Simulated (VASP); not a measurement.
Here is a VASP 6.6.1 calculation.

Contents of INCAR:

```
SYSTEM = CaSe
PREC = Accurate ; ENCUT = 520
EDIFF = 1E-6 ; ISMEAR = 0
SIGMA = 0.01 ; LREAL = .FALSE.
LASPH = .TRUE. ; NELM = 60
ALGO = Normal ; ISIF = 2
LWAVE = .FALSE. ; LCHARG = .FALSE.
GGA = PE ; NBANDS = 15
```

KPOINTS

```
Automatic mesh
0
G
  4 4 4
  0 0 0
```

POSCAR

```
CaSe
1.0
    0.0000000000      2.9972104638      2.9573152465
    2.9972104638      0.0000000000      2.9573152465
    2.9972104638      2.9972104638      0.0000000000
Ca Se
1 1
Direct
    0.0000000000      0.0000000000      0.0000000000
    0.5000000000      0.5000000000      0.5000000000
```

Potentials or basis: VASP PAW PBE potentials, release 64 (Ca_sv, Se).

Run with:

```console
$ cat potpaw_PBE.64/Ca_sv/POTCAR potpaw_PBE.64/Se/POTCAR > POTCAR
$ mpirun -np 1 vasp_std > vasp.out
```

(1) Estimate the pressure.

(2) Estimate the band gap on the k mesh.

## Answers

(1) 0.1 GPa.

(2) 2.07 eV, indirect (least direct gap 2.96 eV).

Caveat: the k points lie up to 0.46 Å⁻¹ apart; the cell differs from its parent crystal (epitaxial xy strain +1.0%).
